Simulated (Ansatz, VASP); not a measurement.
# Two plane-wave programs on Ta3H

```
Ta H
1.0
     4.60022    0.00000    0.00000
    -2.30011    3.98391    0.00000
     0.00000    0.00000   22.40177
Ta H
6 2
Direct
  0.66667 0.33333 0.17856
  0.33333 0.66667 0.22047
  0.00000 0.00000 0.26239
  0.66667 0.33333 0.30168
  0.33333 0.66667 0.33854
  0.00000 0.00000 0.37505
  0.25182 0.66667 0.49111
  0.41485 0.66667 0.49111
```

Alike in both runs: task single point; functional LDA; k mesh 6 × 6 × 1; occupations gaussian, width 0.1 eV; no spin polarisation.

|  | VASP | Ansatz |
| --- | --- | --- |
| version | VASP 6.6.1 | Ansatz 0.2.0 |
| potentials or method | VASP PAW LDA potentials, release 64 (Ta_pv, H), cutoff 520 eV | scalar-relativistic, plane waves, PAW |
| valence electrons in the cell | 68 | 80 |

|  | VASP | Ansatz | Ansatz less VASP |
| --- | --- | --- | --- |
| gap on the k mesh at the Fermi level (eV) | none | none | - |
| rms of the force components (eV/Å) | 0.620 | 0.619 | -0.0012 |
| work function, face that differs most (eV) | 3.64 | 3.63 | -0.007 |

Ansatz warns that its potentials were made for another functional, while VASP's fit it. LDA's correlation is that of Perdew and Zunger in VASP and of Perdew and Wang (1992) in Ansatz. Atom by atom the forces differ by 0.026 eV/Å (rms over components). A gap of «none» marks a metal or a gap that the smearing closes. VASP's potentials hold 68 valence electrons a cell and Ansatz's 80, so a difference there can come from the potentials and not from the codes. Ansatz's warnings: vacuum below fermi.

Neither program's run includes spin-orbit coupling.
